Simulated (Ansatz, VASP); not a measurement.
## ScB2P3: VASP beside Ansatz

```
CELL_PARAMETERS angstrom
4.27338 0.00000 0.00000
0.00000 4.27338 0.00000
0.00000 0.00000 4.81866
ATOMIC_POSITIONS crystal
Sc 0.00000 0.00000 0.50000
B 0.50000 0.50000 0.67417
B 0.50000 0.50000 0.32583
P 0.00000 0.50000 0.00000
P 0.50000 0.00000 0.00000
P 0.00000 0.00000 0.00000
```

Alike in both runs: functional PBE; k mesh 4 × 4 × 3; occupations gaussian, width 0.2 eV; no spin polarisation.

Ansatz relaxed the structure, and its values are those at the end. VASP's run is a single point on that final structure, the one shown.

|  | VASP | Ansatz |
| --- | --- | --- |
| version | VASP 6.6.1 | Ansatz 0.2.0 |
| potentials or method | VASP PAW PBE potentials, release 64 (Sc_sv, B, P), cutoff 500 eV | scalar-relativistic, plane waves, PAW |
| valence electrons in the cell | 32 | 32 |

|  | VASP | Ansatz | Ansatz less VASP |
| --- | --- | --- | --- |
| gap on the k mesh at the Fermi level (eV) | none | none | - |
| pressure (GPa) | -0.2 | -0.1 | +0.13 |

A gap of «none» marks a metal or a gap that the smearing closes.

The k mesh is coarse, so the values compare programs but aren't converged.
